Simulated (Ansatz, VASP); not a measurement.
**GeIrPt6 in VASP and in Ansatz**

```
Ge Ir Pt
1.0
     0.00000    3.87481    3.87481
     3.87481    0.00000    3.87481
     3.87481    3.87481    0.00000
Ge Ir Pt
1 1 6
Direct
  0.00000 0.00000 0.00000
  0.50000 0.50000 0.50000
  0.50000 0.00000 0.00000
  0.00000 0.50000 0.00000
  0.00000 0.00000 0.50000
  0.50000 0.50000 0.00000
  0.00000 0.50000 0.50000
  0.50000 0.00000 0.50000
```

Alike in both runs: task single point; functional PBE; k mesh 8 × 8 × 8; occupations gaussian, width 0.1 eV; no spin polarisation.

|  | VASP | Ansatz |
| --- | --- | --- |
| version | VASP 6.6.1 | Ansatz 0.2.0 |
| potentials or method | VASP PAW PBE potentials, release 64 (Ge_d, Ir, Pt), cutoff 520 eV | scalar-relativistic, plane waves, PAW |
| valence electrons in the cell | 83 | 139 |

VASP gave:

```
gap on the k mesh at the Fermi level (eV) : none
pressure (GPa)                            : 17.1
```

**Question.** What did Ansatz give for the same quantities?

**Answer.** gap on the k mesh at the Fermi level (eV): none; pressure (GPa): 17.4.

A gap of «none» marks a metal or a gap that the smearing closes. VASP's potentials hold 83 valence electrons a cell and Ansatz's 139, so a difference there can come from the potentials and not from the codes.

Spin-orbit coupling is off throughout.
